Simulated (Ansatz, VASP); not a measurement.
## Two plane-wave programs on CaO

Contents of INCAR:

```
SYSTEM = CaO
ALGO = Normal
EDIFF = 1E-6
ENCUT = 520
GGA = PE
ISIF = 2
ISMEAR = 0
LASPH = .True.
LCHARG = .False.
LREAL = .False.
LWAVE = .False.
NBANDS = 15
NELM = 60
PREC = Accurate
SIGMA = 0.01
```

Contents of KPOINTS:

```
k-points
0
Gamma
  8 8 8
  0 0 0
```

POSCAR

```
CaO
1.0
    0.0000000000      2.6213224303      2.6213224303
    2.6213224303      0.0000000000      2.6213224303
    2.6213224303      2.6213224303      0.0000000000
Ca O
1 1
Direct
    0.0000000000      0.0000000000      0.0000000000
    0.2500000000      0.2500000000      0.2500000000
```

Input for Ansatz:

```yaml
crystal:
  lattice:
    - [0.0, 2.6213224303, 2.6213224303]
    - [2.6213224303, 0.0, 2.6213224303]
    - [2.6213224303, 2.6213224303, 0.0]
  atoms:
    - { symbol: Ca, position: [0.0, 0.0, 0.0] }
    - { symbol: O, position: [0.25, 0.25, 0.25] }
kpoints:
  mp_grid: { grid: [8, 8, 8] }
hamiltonian:
  xc: pbe
scf:
  occupations: { method: fixed }
  n_extra_bands: 4
output:
  forces: true
  stress: true
  eigenvalues: true
```

Alike in both runs: task single point; functional PBE; k mesh 8 × 8 × 8; no spin polarisation.

```csv
,VASP,Ansatz
version,VASP 6.6.1,Ansatz 0.2.0
potentials or method,"VASP PAW PBE potentials, release 64 (Ca_sv, O)","plane waves, PAW"
plane-wave cutoff (eV),520,420
occupations,"gaussian, width 0.01 eV",fixed
valence electrons in the cell,16,16
```

Ansatz gave:

- gap on the k mesh at the Fermi level (eV): 3.28
- pressure (GPa): 0.0

**Question.** What did VASP give for the same quantities?

**Answer.** gap on the k mesh at the Fermi level (eV): 3.27; pressure (GPa): 0.5.
